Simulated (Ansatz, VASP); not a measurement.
Two plane-wave programs on Mg2Si

INCAR

```
PREC = Accurate ; ENCUT = 600
EDIFF = 1E-6 ; ISMEAR = -1
SIGMA = 0.02 ; LREAL = F
LASPH = T ; NELM = 120
ALGO = Normal ; ISIF = 2
LWAVE = F ; LCHARG = F
GGA = PE ; NBANDS = 11
GGA_COMPAT = F
```

File KPOINTS:

```
regular mesh
0
Gamma
  8 8 8
```

File POSCAR:

```
Mg2Si
1.0
    0.0000000000      3.3274113461      3.3274113461
    3.3274113461      0.0000000000      3.3274113461
    3.3274113461      3.3274113461      0.0000000000
Si Mg
1 2
Direct
    0.0000000000      0.0000000000      0.0000000000
    0.2500000000      0.2500000000      0.2500000000
    0.7500000000      0.7500000000      0.7500000000
```

Input for Ansatz:

```yaml
crystal:
  lattice:
    - [0.0, 3.3274113461, 3.3274113461]
    - [3.3274113461, 0.0, 3.3274113461]
    - [3.3274113461, 3.3274113461, 0.0]
  atoms:
    - { symbol: Si, position: [0.0, 0.0, 0.0] }
    - { symbol: Mg, position: [0.25, 0.25, 0.25] }
    - { symbol: Mg, position: [0.75, 0.75, 0.75] }
kpoints:
  mp_grid: { grid: [8, 8, 8] }
  band_path:
    path:
      - [0.0, 0.0, 0.0]
      - [0.5, 0.0, 0.5]
      - [0.625, 0.25, 0.625]
      - [0.375, 0.375, 0.75]
      - [0.5, 0.5, 0.5]
      - [0.5, 0.25, 0.75]
      - [0.0, 0.5, 0.5]
    npoints: 1
hamiltonian:
  xc: pbe
scf:
  occupations: { method: fermi_dirac, width: 0.02 }
  n_extra_bands: 4
output:
  forces: true
  stress: true
  eigenvalues: true
```

Change from the starting cell: hydrostatic strain +5.0%.

Alike in both runs: task single point; functional PBE; k mesh 8 × 8 × 8; occupations fermi-dirac, width 0.02 eV; no spin polarisation.

|  | VASP | Ansatz |
| --- | --- | --- |
| version | VASP 6.6.1 | Ansatz 0.2.0 |
| potentials or method | VASP PAW PBE potentials, release 64 (Si, Mg) | plane waves, PAW |
| plane-wave cutoff (eV) | 600 | 420 |
| valence electrons in the cell | 8 | 24 |

```tsv
	VASP	Ansatz	Ansatz less VASP
pressure (GPa)	-5.6	-5.5	+0.11
```

VASP's potentials hold 8 valence electrons a cell and Ansatz's 24, so a difference there can come from the potentials and not from the codes.
